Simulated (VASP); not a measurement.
# Mg3Sb2 (P-3m1) in VASP: further runs

Runs on Mg3Sb2. Level: PBE. Tasks: single point.

Everything below comes from runs of VASP 6.6.1. Logs are shortened: lines on timing, memory, paths and dates and some standing lists are left out, and cuts for length are marked.

## 1. The cell of the first run

The structure is trigonal, space group P-3m1 (No. 164). The conventional cell has a = 4.410 Å, b = 4.410 Å, c = 7.434 Å, α = 90.00°, β = 90.00°, γ = 120.00°. Within 3.8 Å of Mg (site symmetry 3m) lie 4 Sb at 2.78 to 2.99 Å and 6 Mg at 3.16 to 3.77 Å. Within 4.0 Å of Mg (site symmetry -3m) lie 6 Sb at 3.04 Å and 6 Mg at 3.77 Å. Sb (site symmetry 3m) has 7 Mg at 2.78 to 3.04 Å within 3.7 Å.

## 2. Single point, PBE (biaxial strain in the a-b plane: -4.0 %, then relaxed in part)

File INCAR:

```
SYSTEM = Mg3Sb2
ALGO     = Normal         ! electronic algorithm
EDIFF    = 1E-6           ! SCF threshold, eV
ENCUT    = 600            ! plane-wave cutoff, eV
GGA      = PE             ! functional
GGA_COMPAT= .False.      
ISIF     = 2              ! what is computed and relaxed
ISMEAR   = 0              ! smearing method
LASPH    = .True.         ! aspherical terms in the spheres
LCHARG   = .False.        ! write CHGCAR
LREAL    = .False.        ! projectors in reciprocal space
LWAVE    = .False.        ! write WAVECAR
NBANDS   = 16             ! bands
NELM     = 120            ! most SCF steps
PREC     = Accurate       ! precision mode
SIGMA    = 0.01           ! smearing width, eV
```

File KPOINTS:

```
k-points
0
Gamma
  12 12 6
  0 0 0
```

File POSCAR:

```
Mg3Sb2
1.0
    4.4101123753      0.0000000000      0.0000000000
   -2.2050561877      3.8192693506      0.0000000000
    0.0000000000      0.0000000000      7.4343195258
Mg Sb
3 2
Direct
    0.3333333333      0.6666666667      0.6259568603
    0.6666666667      0.3333333333      0.3740431397
    0.0000000000      0.0000000000      0.0000000000
    0.3333333333      0.6666666667      0.2240702349
    0.6666666667      0.3333333333      0.7759297651
```

Potentials or basis: VASP PAW PBE potentials, release 64 (Mg, Sb).

The run is started by

```sh
$ cat potpaw_PBE.64/Mg/POTCAR potpaw_PBE.64/Sb/POTCAR > POTCAR
$ mpirun -np 1 vasp_std > vasp.out
```

OUTCAR:

```text
SYSTEM = Mg3Sb2
   EDIFF = 1E-6
   ENCUT = 600
   GGA = PE
   ISIF = 2
   ISMEAR = 0
   LASPH = .True.
   LREAL = .False.
   NELM = 120
   PREC = Accurate

 ion  position               nearest neighbor table
   1  0.333  0.667  0.626-   5 2.78   5 2.78   5 2.78   4 2.99   2 3.16   2 3.16   2 3.16
   2  0.667  0.333  0.374-   4 2.78   4 2.78   4 2.78   5 2.99   1 3.16   1 3.16   1 3.16
   3  0.000  0.000  0.000-   4 3.04   5 3.04   5 3.04   4 3.04   5 3.04   4 3.04
   4  0.333  0.667  0.224-   2 2.78   2 2.78   2 2.78   1 2.99   3 3.04   3 3.04   3 3.04
   5  0.667  0.333  0.776-   1 2.78   1 2.78   1 2.78   2 2.99   3 3.04   3 3.04   3 3.04

  LATTYP: Found a hexagonal cell.
 ALAT       =     4.4101123753
 C/A-ratio  =     1.6857437845

  Lattice vectors:

 A1 = (   4.4101123753,   0.0000000000,   0.0000000000)
 A2 = (  -2.2050561877,   3.8192693506,   0.0000000000)
 A3 = (   0.0000000000,   0.0000000000,   7.4343195258)

Analysis of symmetry for initial positions (statically):
=====================================================================
 Subroutine PRICEL returns:
 Original cell was already a primitive cell.

 Routine SETGRP: Setting up the symmetry group for a
 hexagonal supercell.

 Subroutine GETGRP returns: Found 12 space group operations
 (whereof 12 operations were pure point group operations)
 out of a pool of 24 trial point group operations.

The static configuration has the point symmetry D_3d.

Analysis of symmetry for dynamics (positions and initial velocities):
=====================================================================
 Subroutine PRICEL returns:
 Original cell was already a primitive cell.

 Routine SETGRP: Setting up the symmetry group for a
 hexagonal supercell.

 Subroutine GETGRP returns: Found 12 space group operations
 (whereof 12 operations were pure point group operations)
 out of a pool of 24 trial point group operations.

The dynamic configuration has the point symmetry D_3d.

 Subroutine INISYM returns: Found 12 space group operations
 (whereof 12 operations are pure point group operations),
 and found     1 'primitive' translations

----------------------------------------------------------------------------------------

                                     Primitive cell

  volume of cell :     125.2193

  direct lattice vectors                    reciprocal lattice vectors
     4.410112375  0.000000000  0.000000000     0.226751592  0.130915092  0.000000000
    -2.205056188  3.819269351  0.000000000     0.000000000  0.261830185  0.000000000
     0.000000000  0.000000000  7.434319526     0.000000000  0.000000000  0.134511302

  length of vectors
     4.410112375  4.410112375  7.434319526     0.261830185  0.261830185  0.134511302

  position of ions in fractional coordinates (direct lattice)
     0.333333333  0.666666667  0.625956860
     0.666666667  0.333333333  0.374043140
     0.000000000  0.000000000  0.000000000
     0.333333333  0.666666667  0.224070235
     0.666666667  0.333333333  0.775929765

  ion indices of the primitive-cell ions
   primitive index   ion index
                 1           1
                 2           2
                 3           3
                 4           4
                 5           5

----------------------------------------------------------------------------------------

 KPOINTS: k-points

Automatic generation of k-mesh.
 Grid dimensions read from file:
 generate k-points for:   12   12    6

 Generating k-lattice:

  Cartesian coordinates                     Fractional coordinates (reciprocal lattice)
     0.018895966  0.010909591  0.000000000     0.083333333  0.000000000  0.000000000
     0.000000000  0.021819182  0.000000000     0.000000000  0.083333333  0.000000000
     0.000000000  0.000000000  0.022418550     0.000000000  0.000000000  0.166666667

  Length of vectors
     0.021819182  0.021819182  0.022418550

  Shift w.r.t. Gamma in fractional coordinates (k-lattice)
     0.000000000  0.000000000  0.000000000

 Subroutine IBZKPT returns following result:
 ===========================================

 Found    100 irreducible k-points:

 Following reciprocal coordinates:
            Coordinates               Weight
  0.000000  0.000000  0.000000      1.000000
  0.083333  0.000000  0.000000      6.000000
  0.166667  0.000000  0.000000      6.000000
  0.250000  0.000000  0.000000      6.000000
  0.333333  0.000000  0.000000      6.000000
  0.416667  0.000000  0.000000      6.000000
[... 16 lines left out ...]
  0.166667  0.000000  0.166667      6.000000
  0.000000  0.166667  0.166667      6.000000
 [... further k-points ...]
   k-points           NKPTS =    100   k-points in BZ     NKDIM =    100   number of bands    NBANDS=     16
   number of dos      NEDOS =    301   number of ions     NIONS =      5
   total plane-waves  NPLWV =  77760
   dimension x,y,z NGX =    36 NGY =   36 NGZ =   60
   dimension x,y,z NGXF=    72 NGYF=   72 NGZF=  120
   ions per type =               3   2
   NGX,Y,Z   is equivalent  to a cutoff of  13.57, 13.57, 13.42 a.u.
   NGXF,Y,Z  is equivalent  to a cutoff of  27.14, 27.14, 26.83 a.u.
 SYSTEM =  Mg3Sb2
   PREC   = accura    normal or accurate (medium, high low for compatibility)
   ISTART =      0    job   : 0-new  1-cont  2-samecut
   ICHARG =      2    charge: 1-file 2-atom 10-const
   ISPIN  =      1    spin polarized calculation?
   LNONCOLLINEAR =      F non collinear calculations
   LSORBIT =      F    spin-orbit coupling
   LASPH  =      T    aspherical Exc in radial PAW
   ENCUT  =  600.0 eV  44.10 Ry    6.64 a.u.   8.81  8.81 14.85*2*pi/ulx,y,z
   NELM   =    120;   NELMIN=  2; NELMDL= -5     # of ELM steps
   EDIFF  = 0.1E-05   stopping-criterion for ELM
   LREAL  =      F    real-space projection
   EDIFFG = 0.1E-04   stopping-criterion for IOM
   NSW    =      0    number of steps for IOM
   IBRION =     -1    ionic relax: 0-MD 1-quasi-New 2-CG
   NFREE  =      0    steps in history (QN), initial steepest desc. (CG)
   ISIF   =      2    stress and relaxation
   ISYM   =      2    0-nonsym 1-usesym 2-fastsym
   POTIM  = 0.5000    time-step for ionic-motion
   TEBEG  =    0.0;   TEEND  =   0.0 temperature during run
   PSTRESS=    0.0 pullay stress
   NELECT =      16.0000    total number of electrons
   NUPDOWN=      -1.0000    fix difference up-down
   EMIN   =  10.00;   EMAX   =-10.00  energy-range for DOS
   EFERMI =   0.00;   METHOD = LEGACY
   ISMEAR =     0;   SIGMA  =   0.01  broadening in eV -4-tet -1-fermi 0-gaus
   EFERMI_NEDOS =   21; number of points for ismear=-14 and -15
   IALGO  =     38    algorithm
   IMIX   =      4    mixing-type and parameters
     AMIX     =   0.40;   BMIX     =  1.00
     AMIX_MAG =   1.60;   BMIX_MAG =  1.00
  volume/ion in A,a.u.               =      25.04       169.00
  Fermi-wavevector in a.u.,A,eV,Ry     =   0.824564  1.558200  9.250683  0.679906
  Thomas-Fermi vector in A             =   1.936271
   LORBIT       =      0    0 simple, 1 ext, 2 COOP (PROOUT), +10 PAW based schemes
   GGA     = PE    functional components
   LHFCALC =     F    Hartree Fock is set to
   AEXX    =    0.0000 exact exchange contribution
   IVDW    =     0    specifies the selected vdW correction
   LEPSILON=     F    determine dielectric tensor
   LRPA    =     F    only Hartree local field effects (RPA)
 non-spin polarized calculation
 Gauss-broadening in eV      SIGMA  =   0.01
  energy-cutoff  :      600.00
  volume of cell :      125.22
 maximum number of plane-waves:      4208
   NGX = 17   NGY = 17   NGZ = 29

 number of electron      16.0000000 magnetization

 Free energy of the ion-electron system (eV)
  ---------------------------------------------------
  ext. energy  EPLUGINS =         0.00000000
  ---------------------------------------------------
  free energy    TOTEN  =       -14.50132744 eV

  energy without entropy =      -14.50132744  energy(sigma->0) =      -14.50132744

 E-fermi :   4.7315     XC(G=0):  -8.9650

 val. band max:        4.6369116252   @ k =   0.0000   0.0000   0.0000
 cond. band min:       4.8895877350   @ k =   0.3333   0.3333   0.0000
 fundamental gap:      0.2526761098
 Fermi energy:         4.7315326105

 k-point     1 :       0.0000    0.0000    0.0000
  band No.  band energies     occupation
      1      -5.6866      2.00000
      2      -4.4881      2.00000
      3      -0.4595      2.00000
      4       3.9958      2.00000
      5       3.9958      2.00000
      6       4.4947      2.00000
[... 8 lines left out ...]
     15       9.0987      0.00000
     16      10.0720      0.00000

 k-point     2 :       0.0833    0.0000    0.0000
  band No.  band energies     occupation
      1      -5.6326      2.00000
      2      -4.4507      2.00000
      3      -0.3936      2.00000
      4       3.4590      2.00000
      5       3.8335      2.00000
      6       4.1209      2.00000
[... 8 lines left out ...]
     15       9.0664      0.00000
     16       9.4920      0.00000

 k-point     3 :       0.1667    0.0000    0.0000
  band No.  band energies     occupation
      1      -5.4741      2.00000
      2      -4.3462      2.00000
      3      -0.1981      2.00000
      4       2.4656      2.00000
      5       3.2369      2.00000
      6       3.5034      2.00000
[... 8 lines left out ...]
     15       9.1558      0.00000
     16       9.6248      0.00000
[... 362 lines left out ...]
 k-point    23 :       0.1667    0.0000    0.1667
  band No.  band energies     occupation
      1      -5.4208      2.00000
      2      -4.4526      2.00000
      3       0.0296      2.00000
      4       2.5116      2.00000
      5       2.9661      2.00000
      6       3.5418      2.00000
[... 8 lines left out ...]
     15       9.4907      0.00000
     16       9.5192      0.00000

 k-point    24 :       0.0000    0.1667    0.1667
  band No.  band energies     occupation
      1      -5.4213      2.00000
      2      -4.4513      2.00000
      3       0.0182      2.00000
      4       2.5216      2.00000
      5       3.0255      2.00000
      6       3.5677      2.00000
[... 8 lines left out ...]
     15       8.9722      0.00000
     16       9.8479      0.00000

 [... further k-points ...]

------------------------ aborting loop because EDIFF is reached ----------------------------------------

  FORCE on cell =-STRESS in cart. coord.  units (eV):
  Direction    XX          YY          ZZ          XY          YZ          ZX
  --------------------------------------------------------------------------------------
  -------------------------------------------------------------------------------------
  Total        3.6893326      3.6893326      0.0460345     -0.0000000      0.0000000     -0.0000000
  in kB       47.2049156     47.2049156      0.5890104     -0.0000000      0.0000000     -0.0000000
  external PRESSURE =      31.6662805 kB  Pullay stress =       0.0000000 kB

 VOLUME and BASIS-vectors are now :
 -----------------------------------------------------------------------------
  energy-cutoff  :      600.00
  volume of cell :      125.22
      direct lattice vectors                 reciprocal lattice vectors
     4.410112375  0.000000000  0.000000000     0.226751592  0.130915092  0.000000000
    -2.205056188  3.819269351  0.000000000     0.000000000  0.261830185  0.000000000
     0.000000000  0.000000000  7.434319526     0.000000000  0.000000000  0.134511302

 POSITION                                       TOTAL-FORCE (eV/Angst)
 -----------------------------------------------------------------------------------
     -0.00000      2.54618      4.65356         0.000000      0.000000     -0.011167
      2.20506      1.27309      2.78076         0.000000     -0.000000      0.011167
      0.00000      0.00000      0.00000         0.000000      0.000000     -0.000000
     -0.00000      2.54618      1.66581        -0.000000      0.000000     -0.020520
      2.20506      1.27309      5.76851        -0.000000     -0.000000      0.020520
 -----------------------------------------------------------------------------------
    total drift:                               -0.000000      0.000000      0.000000

  FREE ENERGIE OF THE ION-ELECTRON SYSTEM (eV)
  ---------------------------------------------------
  free  energy   TOTEN  =       -14.5013274410 eV

  energy  without entropy=      -14.5013274410  energy(sigma->0) =      -14.50132744
```

Run time: 7.1 min. Hardware: 1 thread of Oxide Virtual Turin-like, shared host; peak memory 0.39 GiB.

Results:

```
Free energy            : -14.5013 eV
Pressure               : 3.2 GPa
Largest force          : 0.021 eV/Å
Band gap on the k mesh : 0.25 eV (least direct gap 1.41 eV)
```

Forces on the atoms (eV/Å):
```
Mg   0.000  0.000 -0.011
Mg   0.000  0.000  0.011
Mg   0.000  0.000  0.000
Sb   0.000  0.000 -0.021
Sb   0.000  0.000  0.021
```

Levels at points of the mesh, in eV from the valence-band top:
```tsv
k point	band 6	band 7	band 8	band 9	band 10	band 11
(0.00, 0.00, 0.00)	-0.14	0.00	0.00	1.44	2.00	3.60
(0.50, 0.00, 0.00)	-2.20	-1.96	-0.66	0.83	2.15	2.28
(0.00, 0.00, 0.50)	-0.35	-0.32	-0.32	2.45	2.55	3.27
(0.50, 0.00, 0.50)	-1.59	-1.55	-1.33	0.65	1.14	2.01
```

Caveat: the cell differs from its parent crystal (biaxial strain in the a-b plane: -4.0 %, then relaxed in part); the cell stands under pressure; semilocal functionals underestimate gaps, and a narrow one can read as zero; spin-orbit coupling is left out, which moves the levels of the heavy elements. A k mesh can miss the band edges.

## 3. Single point, PBE (biaxial strain in the a-b plane: -4.0 %)

File INCAR:

```
PREC = Accurate
ENCUT = 600
EDIFF = 1E-6
ISMEAR = 0
SIGMA = 0.01
LREAL = False
LASPH = True
NELM = 120
ALGO = Normal
ISIF = 2
LWAVE = False
LCHARG = False
GGA = PE
NBANDS = 16
GGA_COMPAT = False
```

File KPOINTS:

```
Automatic mesh
0
Gamma
  12 12 6
```

File POSCAR:

```
Mg3Sb2
1.0
    4.4101123753      0.0000000000      0.0000000000
   -2.2050561877      3.8192693506      0.0000000000
    0.0000000000      0.0000000000      7.4488580266
Mg Sb
3 2
Direct
    0.3333333333      0.6666666667      0.6290422516
    0.6666666667      0.3333333333      0.3709577484
    0.0000000000      0.0000000000      0.0000000000
    0.3333333333      0.6666666667      0.2247841264
    0.6666666667      0.3333333333      0.7752158736
```

Potentials or basis: VASP PAW PBE potentials, release 64 (Mg, Sb).

The run is started by

```sh
$ cat potpaw_PBE.64/Mg/POTCAR potpaw_PBE.64/Sb/POTCAR > POTCAR
$ mpirun -np 1 vasp_std > vasp.out
```

Run time: 5.7 min. Hardware: 1 thread of Oxide Virtual Turin-like, shared host; peak memory 0.39 GiB.

It converged, with:

```
Free energy            : -14.4980 eV
Pressure               : 3.2 GPa
Largest force          : 0.114 eV/Å
Band gap on the k mesh : 0.29 eV (least direct gap 1.42 eV)
```

Forces in eV/Å, atoms in the order of the input:
```
Mg   0.000  0.000 -0.114
Mg   0.000  0.000  0.114
Mg   0.000  0.000  0.000
Sb   0.000  0.000 -0.051
Sb   0.000  0.000  0.051
```

Stress tensor (GPa, compression positive):
```
 4.83  0.00  0.00
 0.00  4.83  0.00
 0.00  0.00 -0.14
```

Levels at points of the mesh, in eV from the valence-band top:
```
           k point  band 5  band 6  band 7  band 8  band 9  band 10  band 11  band 12
(0.00, 0.00, 0.00)   -0.63   -0.12    0.00    0.00    1.44     2.01     3.60     3.60
(0.50, 0.00, 0.00)   -3.21   -2.16   -1.95   -0.68    0.84     2.18     2.28     3.07
(0.00, 0.00, 0.50)   -0.34   -0.34   -0.32   -0.32    2.46     2.56     3.29     3.29
(0.50, 0.00, 0.50)   -1.67   -1.57   -1.55   -1.33    0.66     1.17     2.02     2.23
```

Caveat: the cell differs from its parent crystal (biaxial strain in the a-b plane: -4.0 %); the cell stands under pressure; semilocal functionals underestimate gaps, and a narrow one can read as zero; spin-orbit coupling is left out, which moves the levels of the heavy elements. A k mesh can miss the band edges.

[end of part 1 of 2]
